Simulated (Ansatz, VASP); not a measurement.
# One calculation of GaAs, two programs

INCAR

```
ALGO = Normal
DIPOL = 0.5 0.5 0.500
EDIFF = 1E-6
ENCUT = 520
GGA = PS
IDIPOL = 3
ISIF = 2
ISMEAR = 0
LASPH = T
LCHARG = F
LDIPOL = T
LREAL = F
LWAVE = F
NBANDS = 36
NELM = 100
PREC = Accurate
SIGMA = 0.05
```

Contents of KPOINTS:

```
k-points
0
Gamma
  9 6 1
```

POSCAR

```
GaAs
1.0
    4.0010046241      0.0000000000      0.0000000000
    0.0000000000      5.6582750025      0.0000000000
    0.0000000000      0.0000000000     19.0010046241
Ga As
3 3
Direct
    0.5000000000      0.5000000000      0.3947159715
    0.0000000000      0.0000000000      0.5000000000
    0.5000000000      0.5000000000      0.6052840285
    0.0000000000      0.7500000000      0.3947159715
    0.5000000000      0.2500000000      0.5000000000
    0.0000000000      0.7500000000      0.6052840285
```

Input for Ansatz:

```yaml
crystal:
  lattice:
    - [4.0010046234, 0.0, 0.0]
    - [0.0, 5.6582750016, 0.0]
    - [0.0, 0.0, 19.0010046234]
  atoms:
    - { symbol: Ga, position: [0.5, 0.5, 0.3947159715] }
    - { symbol: As, position: [0.0, 0.75, 0.3947159715] }
    - { symbol: Ga, position: [0.0, 0.0, 0.5] }
    - { symbol: As, position: [0.5, 0.25, 0.5] }
    - { symbol: Ga, position: [0.5, 0.5, 0.6052840285] }
    - { symbol: As, position: [0.0, 0.75, 0.6052840285] }
basis:
  ecutwfc: 420
kpoints:
  mp_grid: { grid: [9, 6, 1] }
hamiltonian:
  xc: pbesol
scf:
  occupations: { method: gaussian, width: 0.05 }
output:
  forces: true
  stress: true
  eigenvalues: true
  write_density: true
  write_potential: true
  elf: true
  volumetric_format: npy
efield:
  axis: 3
  dipole_correction: true
```

Alike in both runs: task single point; functional PBEsol; k mesh 9 × 6 × 1; occupations gaussian, width 0.05 eV; no spin polarisation.

|  | VASP | Ansatz |
| --- | --- | --- |
| version | VASP 6.6.1 | Ansatz 0.2.0 |
| potentials or method | VASP PAW PBE potentials, release 64 (Ga_d, As), cutoff 520 eV | scalar-relativistic, plane waves, PAW |
| valence electrons in the cell | 54 | 84 |

|  | VASP | Ansatz | Ansatz less VASP |
| --- | --- | --- | --- |
| gap on the k mesh at the Fermi level (eV) | 0.02 | 0.02 | +0.001 |
| least direct gap on the mesh (eV) | 0.06 | 0.07 | +0.008 |
| rms of the force components (eV/Å) | 0.638 | 0.645 | +0.0070 |

VASP's potentials were made for PBE, not for PBEsol. VASP's potentials hold 54 valence electrons a cell and Ansatz's 84, so a difference there can come from the potentials and not from the codes. Ansatz's warnings: xc potential rough in thin density.
